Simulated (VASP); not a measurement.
# MgH2 (P4_2/mnm) in VASP: further runs, part 2 of 2

VASP 6.6.1.

**4. Relaxation of cell and atoms, r2SCAN**

This run uses another cell than the first one, of 10.27 Å³/atom.

Contents of POSCAR:

```
MgH2
1.0
    4.5168000000      0.0000000000      0.0000000000
    0.0000000000      4.5168000000      0.0000000000
    0.0000000000      0.0000000000      3.0205000000
Mg H
2 4
Direct
    0.0000000000      0.0000000000      0.0000000000
    0.5000000000      0.5000000000      0.5000000000
    0.3060000000      0.3060000000      0.0000000000
    0.1940000000      0.8060000000      0.5000000000
    0.6940000000      0.6940000000      0.0000000000
    0.8060000000      0.1940000000      0.5000000000
```

Contents of INCAR.step1:

```
SYSTEM = MgH2
  PREC = Accurate
  ENCUT = 660
  ISMEAR = 0
  SIGMA = 0.02
  LREAL = .False.
  LASPH = .True.
  NELM = 120
  GGA = PE
  ALGO = Normal
  EDIFF = 1E-5
  LWAVE = .True.
  LCHARG = .False.
  GGA_COMPAT = .False.
  IBRION = 2
  ISIF = 3
  EDIFFG = -0.005
  NELMIN = 4
  NSW = 100
```

Contents of INCAR.step2:

```
SYSTEM = MgH2
  PREC = Accurate
  ENCUT = 660
  EDIFF = 1E-7
  ISMEAR = 0
  SIGMA = 0.02
  LREAL = .False.
  LASPH = .True.
  NELM = 120
  ALGO = Normal
  ISIF = 3
  LWAVE = .False.
  LCHARG = .False.
  METAGGA = R2SCAN
  LMIXTAU = .True.
  IBRION = 2
  NSW = 100
  EDIFFG = -0.005
  ISTART = 1
  GGA_COMPAT = .False.
  NELMIN = 4
```

Contents of KPOINTS:

```
Automatic mesh
0
Gamma
  6 6 8
  0 0 0
```

Potentials or basis: VASP PAW PBE potentials, release 64 (Mg, H).

Run with:

```sh
> cat potpaw_PBE.64/Mg/POTCAR potpaw_PBE.64/H/POTCAR > POTCAR
> cp INCAR.step1 INCAR
> mpirun -np 1 vasp_std > vasp.out
> cp INCAR.step2 INCAR
> mpirun -np 1 vasp_std > vasp.out
```

OUTCAR:

```text
SYSTEM = MgH2
   PREC = Accurate
   ENCUT = 660
   EDIFF = 1E-7
   ISMEAR = 0
   LREAL = .False.
   LASPH = .True.
   NELM = 120
   ISIF = 3
   METAGGA = R2SCAN
   IBRION = 2
   NSW = 100
   EDIFFG = -0.005
   ISTART = 1
   NELMIN = 4

 ion  position               nearest neighbor table
   1  0.000  0.000  0.000-   4 1.95   6 1.95   4 1.95   6 1.95   5 1.95   3 1.95   2 3.53   2 3.53
                             2 3.53   2 3.53   2 3.53   2 3.53   2 3.53   2 3.53
   2  0.500  0.500  0.500-   3 1.95   5 1.95   3 1.95   5 1.95   4 1.95   6 1.95   1 3.53   1 3.53
                             1 3.53   1 3.53   1 3.53   1 3.53   1 3.53   1 3.53
   3  0.306  0.306  0.000-   2 1.95   2 1.95   1 1.95
   4  0.194  0.806  0.500-   1 1.95   1 1.95   2 1.95
   5  0.694  0.694  0.000-   2 1.95   2 1.95   1 1.95
   6  0.806  0.194  0.500-   1 1.95   1 1.95   2 1.95

  LATTYP: Found a simple tetragonal cell.
 ALAT       =     4.5168000000
 C/A-ratio  =     0.6687256465

  Lattice vectors:

 A1 = (   4.5168000000,   0.0000000000,   0.0000000000)
 A2 = (   0.0000000000,   4.5168000000,   0.0000000000)
 A3 = (   0.0000000000,   0.0000000000,   3.0205000000)

Analysis of symmetry for initial positions (statically):
=====================================================================
 Subroutine PRICEL returns:
 Original cell was already a primitive cell.

 Routine SETGRP: Setting up the symmetry group for a
 simple tetragonal supercell.

 Subroutine GETGRP returns: Found 16 space group operations
 (whereof  8 operations were pure point group operations)
 out of a pool of 16 trial point group operations.

The static configuration has the point symmetry D_2h.
 The point group associated with its full space group is D_4h.

Analysis of symmetry for dynamics (positions and initial velocities):
=====================================================================
 Subroutine PRICEL returns:
 Original cell was already a primitive cell.

 Routine SETGRP: Setting up the symmetry group for a
 simple tetragonal supercell.

 Subroutine GETGRP returns: Found 16 space group operations
 (whereof  8 operations were pure point group operations)
 out of a pool of 16 trial point group operations.

The dynamic configuration has the point symmetry D_2h.
 The point group associated with its full space group is D_4h.

 Subroutine INISYM returns: Found 16 space group operations
 (whereof  8 operations are pure point group operations),
 and found     1 'primitive' translations

----------------------------------------------------------------------------------------

                                     Primitive cell

  volume of cell :      61.6227

  direct lattice vectors                    reciprocal lattice vectors
     4.516800000  0.000000000  0.000000000     0.221395678  0.000000000  0.000000000
     0.000000000  4.516800000  0.000000000     0.000000000  0.221395678  0.000000000
     0.000000000  0.000000000  3.020500000     0.000000000  0.000000000  0.331071015

  length of vectors
[... 73 lines left out ...]
   number of dos      NEDOS =    301   number of ions     NIONS =      6
   total plane-waves  NPLWV =  44800
   dimension x,y,z NGX =    40 NGY =   40 NGZ =   28
   dimension x,y,z NGXF=    80 NGYF=   80 NGZF=   56
   ions per type =               2   4
   NGX,Y,Z   is equivalent  to a cutoff of  14.72, 14.72, 15.41 a.u.
   NGXF,Y,Z  is equivalent  to a cutoff of  29.44, 29.44, 30.82 a.u.
 SYSTEM =  MgH2
   PREC   = accura    normal or accurate (medium, high low for compatibility)
   ISTART =      1    job   : 0-new  1-cont  2-samecut
   ICHARG =      0    charge: 1-file 2-atom 10-const
   ISPIN  =      1    spin polarized calculation?
   LNONCOLLINEAR =      F non collinear calculations
   LSORBIT =      F    spin-orbit coupling
   LASPH  =      T    aspherical Exc in radial PAW
   ENCUT  =  660.0 eV  48.51 Ry    6.96 a.u.   9.46  9.46  6.33*2*pi/ulx,y,z
   NELM   =    120;   NELMIN=  4; NELMDL=  0     # of ELM steps
   EDIFF  = 0.1E-06   stopping-criterion for ELM
   LREAL  =      F    real-space projection
   EDIFFG = -.5E-02   stopping-criterion for IOM
   NSW    =    100    number of steps for IOM
   IBRION =      2    ionic relax: 0-MD 1-quasi-New 2-CG
   NFREE  =      1    steps in history (QN), initial steepest desc. (CG)
   ISIF   =      3    stress and relaxation
   ISYM   =      2    0-nonsym 1-usesym 2-fastsym
   POTIM  = 0.5000    time-step for ionic-motion
   TEBEG  =    0.0;   TEEND  =   0.0 temperature during run
   PSTRESS=    0.0 pullay stress
   NELECT =       8.0000    total number of electrons
   NUPDOWN=      -1.0000    fix difference up-down
   EMIN   =  10.00;   EMAX   =-10.00  energy-range for DOS
   EFERMI =   0.00;   METHOD = LEGACY
   ISMEAR =     0;   SIGMA  =   0.02  broadening in eV -4-tet -1-fermi 0-gaus
   EFERMI_NEDOS =   21; number of points for ismear=-14 and -15
   IALGO  =     38    algorithm
   IMIX   =      4    mixing-type and parameters
     AMIX     =   0.40;   BMIX     =  1.00
     AMIX_MAG =   1.60;   BMIX_MAG =  1.00
  volume/ion in A,a.u.               =      10.27        69.31
  Fermi-wavevector in a.u.,A,eV,Ry     =   0.828943  1.566475  9.349194  0.687146
  Thomas-Fermi vector in A             =   1.941405
   LORBIT       =      0    0 simple, 1 ext, 2 COOP (PROOUT), +10 PAW based schemes
   METAGGA = R2SCAN    functional components
   LHFCALC =     F    Hartree Fock is set to
   AEXX    =    0.0000 exact exchange contribution
   IVDW    =     0    specifies the selected vdW correction
   LEPSILON=     F    determine dielectric tensor
   LRPA    =     F    only Hartree local field effects (RPA)
 conjugate gradient relaxation of ions
 non-spin polarized calculation
 Gauss-broadening in eV      SIGMA  =   0.02
  energy-cutoff  :      660.00
  volume of cell :       61.62
 maximum number of plane-waves:      2393
 NGX is ok and might be reduce to    40
   NGX = 19   NGY = 19   NGZ = 13

--------------------------------------- Ionic step        1  -------------------------------------------

 number of electron       7.9999997 magnetization

 Free energy of the ion-electron system (eV)
  ---------------------------------------------------
  ext. energy  EPLUGINS =         0.00000000
  ---------------------------------------------------
  free energy    TOTEN  =       -23.72287844 eV

  energy without entropy =      -23.72287844  energy(sigma->0) =      -23.72287844

------------------------ aborting loop because EDIFF is reached ----------------------------------------

  FORCE on cell =-STRESS in cart. coord.  units (eV):
  Direction    XX          YY          ZZ          XY          YZ          ZX
  --------------------------------------------------------------------------------------
  -------------------------------------------------------------------------------------
  Total       -0.4852653     -0.4852653     -0.6916521     -0.0000000      0.0000000      0.0000000
  in kB      -12.6168016    -12.6168016    -17.9828176     -0.0000000      0.0000000      0.0000000
  external PRESSURE =     -14.4054736 kB  Pullay stress =       0.0000000 kB
[... 187 lines left out ...]
--------------------------------------- Ionic step        6  -------------------------------------------

 number of electron       7.9999998 magnetization

 Free energy of the ion-electron system (eV)
  ---------------------------------------------------
  ext. energy  EPLUGINS =         0.00000000
  ---------------------------------------------------
  free energy    TOTEN  =       -23.73149612 eV

  energy without entropy =      -23.73149612  energy(sigma->0) =      -23.73149612

 E-fermi :  -0.7080     XC(G=0):  -8.7591

 val. band max:       -0.8151508163   @ k =   0.1667   0.1667   0.0000
 cond. band min:       3.6596212703   @ k =   0.3333   0.3333   0.5000
 fundamental gap:      4.4747720866
 Fermi energy:        -0.7079549500

 k-point     1 :       0.0000    0.0000    0.0000
  band No.  band energies     occupation
      1      -7.4345      2.00000
      2      -2.2916      2.00000
      3      -2.2916      2.00000
      4      -1.2086      2.00000
      5       4.4356      0.00000
      6       4.9395      0.00000
      7       9.1916      0.00000
      8       9.1916      0.00000
[... 243 lines left out ...]
 k-point    24 :       0.5000    0.0000    0.2500
  band No.  band energies     occupation
      1      -4.8720      2.00000
      2      -4.8720      2.00000
      3      -1.1439      2.00000
      4      -1.1439      2.00000
      5       5.6851      0.00000
      6       5.6851      0.00000
      7       7.3639      0.00000
      8       7.3639      0.00000

 [... further k-points ...]

------------------------ aborting loop because EDIFF is reached ----------------------------------------

  FORCE on cell =-STRESS in cart. coord.  units (eV):
  Direction    XX          YY          ZZ          XY          YZ          ZX
  --------------------------------------------------------------------------------------
  -------------------------------------------------------------------------------------
  Total       -0.0004792     -0.0004792      0.0044672      0.0000000      0.0000000      0.0000000
  in kB       -0.0128103     -0.0128103      0.1194210      0.0000000      0.0000000      0.0000000
  external PRESSURE =       0.0312668 kB  Pullay stress =       0.0000000 kB
[... 21 lines left out ...]
  FREE ENERGIE OF THE ION-ELECTRON SYSTEM (eV)
  ---------------------------------------------------
  free  energy   TOTEN  =       -23.7314961221 eV

  energy  without entropy=      -23.7314961221  energy(sigma->0) =      -23.73149612

 reached required accuracy - stopping structural energy minimisation
```

Wall time 4.8 min (1 thread of Intel Xeon 6975P-C (Granite Rapids), shared host); peak memory 0.23 GiB.

Results:

- Free energy: -23.7315 eV
- Relaxed volume: 9.99 Å³/atom
- Relaxed cell: a = 4.477 Å, b = 4.477 Å, c = 2.991 Å, α = 90.00°, β = 90.00°, γ = 90.00°
- Space group after relaxing (to 0.1 Å): P4_2/mnm (No. 136)
- Energy gained by relaxing: 1.4 meV/atom
- Ionic steps: 6
- Pressure after relaxing: 0.0 GPa
- Band gap on the k mesh: 4.47 eV (least direct gap 5.26 eV)

The path:
| step | energy change (eV) | largest force (eV/Å) | pressure (GPa) | volume (Å³) |
| --- | --- | --- | --- | --- |
| 1 | 0.0000 | 0.0422 | -1.44 | 61.62 |
| 2 | -0.0061 | 0.0365 | -0.74 | 60.80 |
| 3 | -0.0082 | 0.0313 | -0.07 | 60.06 |
| 4 | -0.0083 | 0.0305 | 0.03 | 59.96 |
| 5 | -0.0085 | 0.0176 | 0.02 | 59.95 |
| 6 | -0.0086 | 0.0004 | 0.00 | 59.93 |

Final structure:
```
Mg H
1.0
     4.47673    0.00000    0.00000
     0.00000    4.47673    0.00000
     0.00000    0.00000    2.99051
Mg H
2 4
Direct
  0.00000 0.00000 0.00000
  0.50000 0.50000 0.50000
  0.30465 0.30465 0.00000
  0.19535 0.80465 0.50000
  0.69535 0.69535 0.00000
  0.80465 0.19535 0.50000
```

Caveat: the PAW data sets were made with another functional, which shifts forces and pressure a little. A k mesh can miss the band edges.

**5. Single point, r2SCAN**

Contents of POSCAR:

```
MgH2
1.0
    4.4852620639      0.0000000000      0.0000000000
    0.0000000000      4.4852620639      0.0000000000
    0.0000000000      0.0000000000      2.9958896468
Mg H
2 4
Direct
    0.0000000000      0.0000000000      0.0000000000
    0.5000000000      0.5000000000      0.5000000000
    0.3046997465      0.3046997465      0.0000000000
    0.1953002535      0.8046997465      0.5000000000
    0.6953002535      0.6953002535      0.0000000000
    0.8046997465      0.1953002535      0.5000000000
```

Contents of INCAR.step1:

```
PREC     = Accurate       # precision mode
ENCUT    = 660            # plane-wave cutoff, eV
ISMEAR   = 0              # smearing method
SIGMA    = 0.02           # smearing width, eV
LREAL    = False          # projectors in reciprocal space
LASPH    = True           # aspherical terms in the spheres
NELM     = 120            # most SCF steps
NBANDS   = 13             # bands
GGA      = PE             # functional
ALGO     = Normal         # electronic algorithm
EDIFF    = 1E-5           # SCF threshold, eV
LWAVE    = True           # write WAVECAR
LCHARG   = False          # write CHGCAR
GGA_COMPAT= False
```

Contents of INCAR.step2:

```
PREC     = Accurate       # precision mode
ENCUT    = 660            # plane-wave cutoff, eV
EDIFF    = 1E-6           # SCF threshold, eV
ISMEAR   = 0              # smearing method
SIGMA    = 0.02           # smearing width, eV
LREAL    = False          # projectors in reciprocal space
LASPH    = True           # aspherical terms in the spheres
NELM     = 120            # most SCF steps
ALGO     = Normal         # electronic algorithm
ISIF     = 2              # what is computed and relaxed
LWAVE    = False          # write WAVECAR
LCHARG   = False          # write CHGCAR
METAGGA  = R2SCAN         # meta-GGA
LMIXTAU  = True         
NBANDS   = 13             # bands
ISTART   = 1            
GGA_COMPAT= False
```

Contents of KPOINTS:

```
Automatic mesh
0
Gamma
  6 6 8
```

Run with:

```sh
> cat potpaw_PBE.64/Mg/POTCAR potpaw_PBE.64/H/POTCAR > POTCAR
> cp INCAR.step1 INCAR
> mpirun -np 1 vasp_std > vasp.out
> cp INCAR.step2 INCAR
> mpirun -np 1 vasp_std > vasp.out
```

Wall time 4.7 min (1 thread of Intel Xeon 8259CL, shared host); peak memory 0.24 GiB.

It converged, with:

```
Free energy            : -23.7311 eV
Pressure               : -0.3 GPa
Band gap on the k mesh : 4.46 eV (least direct gap 5.25 eV)
```

Stress tensor (GPa, compression positive):
```
-0.28  0.00  0.00
 0.00 -0.28  0.00
 0.00  0.00 -0.36
```

Levels at points of the mesh, in eV from the valence-band top:
| k point | band 1 | band 2 | band 3 | band 4 | band 5 | band 6 | band 7 | band 8 | band 9 |
| --- | --- | --- | --- | --- | --- | --- | --- | --- | --- |
| (0.00, 0.00, 0.00) | -6.59 | -1.47 | -1.47 | -0.39 | 5.26 | 5.73 | 9.98 | 9.98 | 11.85 |
| (0.50, 0.00, 0.00) | -4.91 | -4.91 | -0.51 | -0.51 | 5.99 | 5.99 | 10.90 | 10.90 | 12.87 |
| (0.50, 0.50, 0.00) | -3.79 | -3.79 | -2.77 | -2.77 | 9.86 | 9.86 | 9.95 | 9.95 | 14.36 |
| (0.00, 0.00, 0.50) | -3.07 | -3.07 | -0.10 | -0.10 | 7.14 | 7.14 | 7.54 | 7.54 | 9.58 |
| (0.50, 0.00, 0.50) | -2.33 | -2.33 | -1.06 | -1.06 | 5.82 | 5.82 | 7.52 | 7.52 | 9.49 |
| (0.50, 0.50, 0.50) | -1.94 | -1.94 | -0.97 | -0.97 | 4.57 | 4.57 | 4.75 | 4.75 | 14.11 |

Caveat: the PAW data sets were made with another functional, which shifts forces and pressure a little.

**6. The runs side by side**

```csv
task,cell,smearing,gap on the mesh (eV),pressure (GPa),relaxed volume (Å³/atom)
single point,"a = 4.485, b = 4.485, c = 2.996 Å, 6 atoms",gaussian 0.01 eV,4.46,-0.3,-
relaxation of cell and atoms,"relaxed from a = 4.485, b = 4.485, c = 2.996 Å, 6 atoms",gaussian 0.01 eV,4.47,0.0,9.99
relaxation of cell and atoms,"relaxed from a = 4.517, b = 4.517, c = 3.021 Å, 6 atoms",gaussian 0.02 eV,4.47,0.0,9.99
single point,"a = 4.485, b = 4.485, c = 2.996 Å, 6 atoms",gaussian 0.02 eV,4.46,-0.3,-
```

Alike in all rows: level r2SCAN; potentials or basis VASP PAW PBE potentials, release 64 (Mg, H); no spin polarisation; k mesh 6 × 6 × 8; cutoff (eV) 660.

Caveats: the PAW data sets were made with another functional, which shifts forces and pressure a little.

Absolute energies hang on the potentials; compare differences alone.
